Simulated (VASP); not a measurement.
Set up this calculation in VASP 6.6.1, as the native input.

| Item | Value |
| --- | --- |
| Task | single point |
| Functional | PBE |
| Potentials or basis | VASP PAW PBE potentials, release 64 (Co, Si) |
| Cutoff | 520 eV |
| k mesh | 14 × 14 × 14 |
| Occupations | fermi-dirac, width 0.05 eV |
| Spin | no spin polarisation |
| Dipole correction | no |
| Further INCAR settings | ALGO = Normal; EDIFF = 1e-07; NBANDS = 14 |

The structure of CoSi (rocksalt type) lies in POSCAR:

```
CoSi
1.0
    0.0000000000      2.3313245302      2.3313245302
    2.3313245302      0.0000000000      2.3313245302
    2.3313245302      2.3313245302      0.0000000000
Co Si
1 1
Direct
    0.0000000000      0.0000000000      0.0000000000
    0.5000000000      0.5000000000      0.5000000000
```

This cell differs from its parent crystal: volume scaled by 1, to set the pressure.

The input as run:

INCAR

```
PREC = Accurate ; ENCUT = 520
EDIFF = 1E-7 ; ISMEAR = -1
SIGMA = 0.05 ; LREAL = False
LASPH = True ; NELM = 60
ALGO = Normal ; ISIF = 2
LWAVE = False ; LCHARG = False
GGA = PE ; NBANDS = 14
```

KPOINTS

```
regular mesh
0
Gamma
  14 14 14
```

Potentials or basis: VASP PAW PBE potentials, release 64 (Co, Si).

Launch:

```sh
$ cat potpaw_PBE.64/Co/POTCAR potpaw_PBE.64/Si/POTCAR > POTCAR
$ mpirun -np 1 vasp_std > vasp.out
```

Results of the run:

```json
{
  "Pressure": "0.0 GPa"
}
```

Caveat: the cell differs from its parent crystal (volume scaled by 1, to set the pressure).

Run time: 20 s on 1 thread of Intel(R) Xeon(R) 6975P-C (Granite Rapids), with other jobs on the host, peak memory 0.17 GiB.
